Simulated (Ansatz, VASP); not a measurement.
## BiBrO: VASP beside Ansatz

File INCAR:

```
PREC = Accurate ; ENCUT = 520
EDIFF = 1E-7 ; ISMEAR = 0
SIGMA = 0.05 ; LREAL = F
LASPH = T ; NELM = 80
ALGO = Normal ; ISIF = 2
LWAVE = F ; LCHARG = F
GGA = CA ; NBANDS = 37
```

The input KPOINTS:

```
regular mesh
0
Gamma
  8 8 4
```

Contents of POSCAR:

```
BiBrO
1.0
    4.0120000000      0.0000000000      0.0000000000
    0.0000000000      4.0120000000      0.0000000000
    0.0000000000      0.0000000000      7.8867516861
Bi Br O
2 2 2
Direct
    0.0000000000      0.5000000000      0.1575579020
    0.5000000000      0.0000000000      0.8424420980
    0.0000000000      0.5000000000      0.6517216503
    0.5000000000      0.0000000000      0.3482783497
    0.0000000000      0.0000000000      0.0000000000
    0.5000000000      0.5000000000      0.0000000000
```

Input for Ansatz:

```yaml
crystal:
  lattice:
    - [4.012, 0.0, 0.0]
    - [0.0, 4.012, 0.0]
    - [0.0, 0.0, 7.8867516861]
  atoms:
    - { symbol: Bi, position: [0.0, 0.5, 0.157557902] }
    - { symbol: Bi, position: [0.5, 0.0, 0.842442098] }
    - { symbol: Br, position: [0.0, 0.5, 0.6517216503] }
    - { symbol: Br, position: [0.5, 0.0, 0.3482783497] }
    - { symbol: O, position: [0.0, 0.0, 0.0] }
    - { symbol: O, position: [0.5, 0.5, 0.0] }
basis:
  ecutwfc: 520.0
kpoints:
  mp_grid: { grid: [8, 8, 4] }
hamiltonian:
  xc: lda
  pseudopotentials: { kind: paw }
scf:
  occupations: { method: gaussian, width: 0.05 }
output:
  forces: true
  stress: true
  eigenvalues: true
```

Alike in both runs: task single point; functional LDA; k mesh 8 × 8 × 4; occupations gaussian, width 0.05 eV; no spin polarisation.

|  | VASP | Ansatz |
| --- | --- | --- |
| version | VASP 6.6.1 | Ansatz 0.2.0 |
| potentials or method | VASP PAW LDA potentials, release 64 (Bi_d, Br, O), cutoff 520 eV | scalar-relativistic, plane waves, PAW |
| valence electrons in the cell | 56 | 56 |

Ansatz gave:

| Item | Value |
| --- | --- |
| gap on the k mesh at the Fermi level (eV) | 1.92 |
| least direct gap on the mesh (eV) | 2.02 |
| pressure (GPa) | -6.0 |
| traceless stress, the component that is largest in VASP (GPa) | 1.99 |
| rms of the force components (eV/Å) | 0.191 |

**Question.** What did VASP give for the same quantities?

**Answer.** gap on the k mesh at the Fermi level (eV): 1.91; least direct gap on the mesh (eV): 2.02; pressure (GPa): -5.8; traceless stress, the component that is largest in VASP (GPa): 1.95; rms of the force components (eV/Å): 0.169.

LDA's correlation is that of Perdew and Zunger in VASP and of Perdew and Wang (1992) in Ansatz. Atom by atom the forces differ by 0.022 eV/Å (rms over components).

Neither program's run includes spin-orbit coupling.
